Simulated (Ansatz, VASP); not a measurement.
# Two plane-wave programs on Na2Sc

```xyz
6
Lattice="0.0000 4.4258 4.4258 4.4258 0.0000 4.4258 4.4258 4.4258 0.0000" Properties=species:S:1:pos:R:3 pbc="T T T"
Na    1.1065    1.1065    1.1065
Na    1.1065    3.3194    3.3194
Na    3.3194    3.3194    1.1065
Na    3.3194    1.1065    3.3194
Sc    4.4258    4.4258    4.4258
Sc    6.6387    6.6387    6.6387
```

Alike in both runs: task relaxation of cell and atoms; functional PBE; k mesh 8 × 8 × 8; occupations gaussian, width 0.1 eV; no spin polarisation.

|  | VASP | Ansatz |
| --- | --- | --- |
| version | VASP 6.6.1 | Ansatz 0.2.0 |
| potentials or method | VASP PAW PBE potentials, release 64 (Na_pv, Sc_sv), cutoff 600 eV | scalar-relativistic, plane waves, PAW |
| valence electrons in the cell | 50 | 58 |

|  | VASP | Ansatz | Ansatz less VASP |
| --- | --- | --- | --- |
| gap on the k mesh at the Fermi level, each at its own relaxed structure (eV) | none | none | - |
| relaxed volume (Å³/atom) | 29.10 | 29.10 | -0.003 |
| relaxed length of the cell vector where the two differ most in proportion (Å) | 6.274 | 6.274 | -0.0002 |

A gap of «none» marks a metal or a gap that the smearing closes. VASP's potentials hold 50 valence electrons a cell and Ansatz's 58, so a difference there can come from the potentials and not from the codes.
